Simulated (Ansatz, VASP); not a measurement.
Si8O15 in VASP and in Ansatz

```xyz
23
Lattice="-4.2244 -4.2244 0.0000 4.2244 -4.2244 0.0000 0.0000 0.0000 5.3792" Properties=species:S:1:pos:R:3 pbc="T T T"
Si   -0.0172   -4.1943   -0.0496
Si    2.1126   -2.0997    1.3433
Si   -0.0169   -4.1946    2.7361
Si    2.1168   -2.1040    4.0330
Si    0.0125    0.0004   -0.0057
Si   -2.1038   -2.1078    1.3434
Si    0.0124    0.0004    2.6924
Si   -2.1185   -2.0932    4.0330
O     1.2977   -2.9160   -0.0116
O     0.8245   -0.8116    1.3434
O    -1.2955   -5.5093   -0.0116
O     3.4171   -3.4043    1.3433
O     1.2977   -2.9160    2.6983
O     0.8249   -0.8120    4.0330
O    -1.2955   -5.5093    2.6983
O     3.4174   -3.4046    4.0330
O    -2.8956   -2.9487   -0.0122
O     0.8211   -5.0326    1.3433
O    -1.2628   -1.3160   -0.0122
O    -0.8188   -3.3927    1.3434
O    -2.8957   -2.9487    2.6989
O     0.8544   -5.0658    4.0329
O    -1.2628   -1.3160    2.6989
```

Alike in both runs: functional PBE; k mesh 2 × 2 × 2; occupations gaussian, width 0.05 eV; no spin polarisation.

Ansatz relaxed the structure, and its values are those at the end. VASP's run is a single point on that final structure, the one shown.

```csv
,VASP,Ansatz
version,VASP 6.6.1,Ansatz 0.2.0
potentials or method,"VASP PAW PBE potentials, release 64 (Si, O), cutoff 520 eV","scalar-relativistic, plane waves, PAW"
valence electrons in the cell,122,122
```

Ansatz gave:

```
rms of the force components (eV/Å) : 0.002
```

Q: What did VASP give for the same quantities?

A: rms of the force components (eV/Å): 0.011.

With one functional, cell and mesh, what is left measures potentials, basis and numerics.

The k mesh is coarse, so the values compare programs but aren't converged.
